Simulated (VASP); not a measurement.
A run of VASP 6.6.1 is set up as follows.

The input INCAR:

```
PREC = Accurate
ENCUT = 520
EDIFF = 1E-7
ISMEAR = 0
SIGMA = 0.1
LREAL = False
LASPH = True
NELM = 100
ALGO = Fast
ISIF = 2
LWAVE = False
LCHARG = True
GGA = PE
LELF = True
LVHAR = True
NBANDS = 13
```

The input KPOINTS:

```
regular mesh
0
Gamma
  18 18 18
```

The input POSCAR:

```
Mo
1.0
   -1.5802308352      1.5802308352      1.5802308352
    1.5802308352     -1.5802308352      1.5802308352
    1.5802308352      1.5802308352     -1.5802308352
Mo
1
Direct
    0.0000000000      0.0000000000      0.0000000000
```

Potentials or basis: VASP PAW PBE potentials, release 64 (Mo_sv).

Launch:

```bash
$ cat potpaw_PBE.64/Mo_sv/POTCAR > POTCAR
$ mpirun -np 1 vasp_std > vasp.out
```

What does it give for the pressure?

0.5 GPa.

What does it give for the band gap on the k mesh?

Zero (band 7 reaches 16.36 eV, above the bottom of band 8 at 11.09 eV).
